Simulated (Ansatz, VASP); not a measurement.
**SnSe: VASP beside Ansatz**

INCAR

```
ALGO = Normal ; EDIFF = 1E-6
ENCUT = 520 ; GGA = PE
ISIF = 2 ; ISMEAR = 0
IVDW = 12 ; LASPH = True
LCHARG = True ; LELF = True
LREAL = False ; LVHAR = True
LWAVE = False ; NBANDS = 28
NELM = 60 ; PREC = Accurate
SIGMA = 0.05
```

File KPOINTS:

```
k-points
0
Gamma
  8 8 6
```

The input POSCAR:

```
SnSe
1.0
    0.0000000000     -2.9887688397     -2.9887688397
    0.0000000000      2.9887688397     -2.9887688397
    5.9775376794      0.0000000000      0.0000000000
Sn Se
2 2
Direct
    0.5376409171      0.5376409171      0.5000000000
   -0.0376409171     -0.0376409171      0.0000000000
    0.4852341711      0.4852341711      0.0000000000
    0.0147658289      0.0147658289      0.5000000000
```

Input for Ansatz:

```yaml
crystal:
  lattice:
    - [0.0, -2.9887688397, -2.9887688397]
    - [0.0, 2.9887688397, -2.9887688397]
    - [5.9775376794, 0.0, 0.0]
  atoms:
    - { symbol: Sn, position: [0.5376409171, 0.5376409171, 0.5] }
    - { symbol: Sn, position: [-0.0376409171, -0.0376409171, 0.0] }
    - { symbol: Se, position: [0.4852341711, 0.4852341711, 0.0] }
    - { symbol: Se, position: [0.0147658289, 0.0147658289, 0.5] }
basis:
  ecutwfc: 420
kpoints:
  mp_grid: { grid: [8, 8, 6] }
hamiltonian:
  xc: pbe
  dispersion: d3bj
scf:
  occupations: { method: gaussian, width: 0.05 }
output:
  forces: true
  stress: true
  eigenvalues: true
```

Change from the starting cell: mode 7 (46.3 1/cm) frozen in, largest displacement +0.225 Å.

Alike in both runs: task single point; functional PBE; dispersion D3(BJ); k mesh 8 × 8 × 6; occupations gaussian, width 0.05 eV; no spin polarisation.

|  | VASP | Ansatz |
| --- | --- | --- |
| version | VASP 6.6.1 | Ansatz 0.2.0 |
| potentials or method | VASP PAW PBE potentials, release 64 (Sn_d, Se), cutoff 520 eV | scalar-relativistic, plane waves, PAW |
| valence electrons in the cell | 40 | 60 |

|  | VASP | Ansatz | Ansatz less VASP |
| --- | --- | --- | --- |
| gap on the k mesh at the Fermi level (eV) | 0.15 | 0.15 | 0.000 |
| least direct gap on the mesh (eV) | 0.15 | 0.15 | 0.000 |
| pressure (GPa) | 0.2 | 0.2 | +0.01 |
| traceless stress, the component that is largest in VASP (GPa) | 0.50 | 0.49 | -0.009 |
| rms of the force components (eV/Å) | 0.108 | 0.106 | -0.0022 |

Atom by atom the forces differ by 0.004 eV/Å (rms over components). VASP's potentials hold 40 valence electrons a cell and Ansatz's 60, so a difference there can come from the potentials and not from the codes.
